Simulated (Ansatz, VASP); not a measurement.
One calculation of C, two programs

Contents of INCAR:

```
PREC = Accurate
ENCUT = 520
EDIFF = 1E-6
ISMEAR = 0
SIGMA = 0.05
LREAL = F
LASPH = T
NELM = 100
ALGO = Normal
ISIF = 2
LWAVE = F
LCHARG = F
GGA = PE
NBANDS = 26
```

The input KPOINTS:

```
regular mesh
0
Gamma
  12 12 4
```

The input POSCAR:

```
C
1.0
    2.5180184915      0.0000000000      0.0000000000
   -1.2590092457      2.1806679808      0.0000000000
    0.0000000000      0.0000000000      8.3045881819
C
8
Direct
   -0.0775161653     -0.0567457714      0.0929681641
    0.0775161653      0.0567457714      0.5929681641
    0.0775161653      0.0567457714      0.4070318359
   -0.0775161653     -0.0567457714      0.9070318359
    0.2698474437      0.6201917699      0.1555285626
    0.7301525563      0.3798082301      0.6555285626
    0.3968192230      0.7131415635      0.3444714374
    0.6031807770      0.2868584365      0.8444714374
```

Input for Ansatz:

```yaml
crystal:
  lattice:
    - [2.5180184915, 0.0, 0.0]
    - [-1.2590092457, 2.1806679808, 0.0]
    - [0.0, 0.0, 8.3045881819]
  atoms:
    - { symbol: C, position: [-0.0775161653, -0.0567457714, 0.0929681641] }
    - { symbol: C, position: [0.0775161653, 0.0567457714, 0.5929681641] }
    - { symbol: C, position: [0.0775161653, 0.0567457714, 0.4070318359] }
    - { symbol: C, position: [-0.0775161653, -0.0567457714, 0.9070318359] }
    - { symbol: C, position: [0.2698474437, 0.6201917699, 0.1555285626] }
    - { symbol: C, position: [0.7301525563, 0.3798082301, 0.6555285626] }
    - { symbol: C, position: [0.396819223, 0.7131415635, 0.3444714374] }
    - { symbol: C, position: [0.603180777, 0.2868584365, 0.8444714374] }
basis:
  ecutwfc: 420
kpoints:
  mp_grid: { grid: [12, 12, 4] }
hamiltonian:
  xc: pbe
scf:
  occupations: { method: gaussian, width: 0.05 }
output:
  forces: true
  stress: true
  eigenvalues: true
  write_density: true
  write_potential: true
  elf: true
  volumetric_format: npy
```

Change from the starting cell: mode 4 (389.5 1/cm) frozen in, largest displacement +0.175 Å.

Alike in both runs: task single point; functional PBE; k mesh 12 × 12 × 4; occupations gaussian, width 0.05 eV; no spin polarisation.

```csv
,VASP,Ansatz
version,VASP 6.6.1,Ansatz 0.2.0
potentials or method,"VASP PAW PBE potentials, release 64 (C), cutoff 520 eV","scalar-relativistic, plane waves, PAW"
valence electrons in the cell,32,32
```

Ansatz gave:

| Quantity | Value |
| --- | --- |
| gap on the k mesh at the Fermi level (eV) | 4.34 |
| least direct gap on the mesh (eV) | 5.26 |
| pressure (GPa) | 0.4 |
| traceless stress, the component that is largest in VASP (GPa) | -1.93 |
| rms of the force components (eV/Å) | 0.623 |

Problem. Which values does VASP return?

Solution. gap on the k mesh at the Fermi level (eV): 4.34; least direct gap on the mesh (eV): 5.25; pressure (GPa): 1.0; traceless stress, the component that is largest in VASP (GPa): -1.93; rms of the force components (eV/Å): 0.623.

Atom by atom the forces differ by 0.007 eV/Å (rms over components). The functional is the same, so the differences come from potentials, cutoffs and numerics.
